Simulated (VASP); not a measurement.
**Tl: single point with PBEsol**

The system is Tl.

```
Tl
1.0
     0.00000    3.16157    3.16157
     3.16157    0.00000    3.16157
     3.16157    3.16157    0.00000
Tl
2
Direct
  0.00000 0.00000 0.00000
  0.25000 0.25000 0.25000
```

This isn't the form of Tl at room conditions, which is hcp.

```json
{
 "Program": "VASP 6.6.1",
 "Task": "single point",
 "Functional": "PBEsol",
 "Potentials or basis": "VASP PAW PBE potentials, release 64 (Tl_d)",
 "Cutoff": "520 eV",
 "k mesh": "7 × 7 × 7",
 "Occupations": "fermi-dirac, width 0.05 eV",
 "Spin": "no spin polarisation"
}
```

```json
{
  "Pressure": "10.0 GPa",
  "Band gap on the k mesh": "zero (bands 13 and 14 overlap by 4.13 eV)"
}
```

Levels at points of the mesh, in eV from the Fermi level:
```
           k point  band 10  band 11  band 12  band 13  band 14  band 15  band 16  band 17
(0.00, 0.00, 0.00)   -10.95   -10.33     1.29     3.35     3.35     3.35     4.98     4.98
```

Wall time 40 s on 1 thread of Intel Xeon 8259CL (shared host), peak memory 0.2 GiB.

Caveat: the cell stands under pressure; the PAW data sets were made with another functional, which shifts forces and pressure a little; spin-orbit coupling is left out, which moves the levels of the heavy elements.
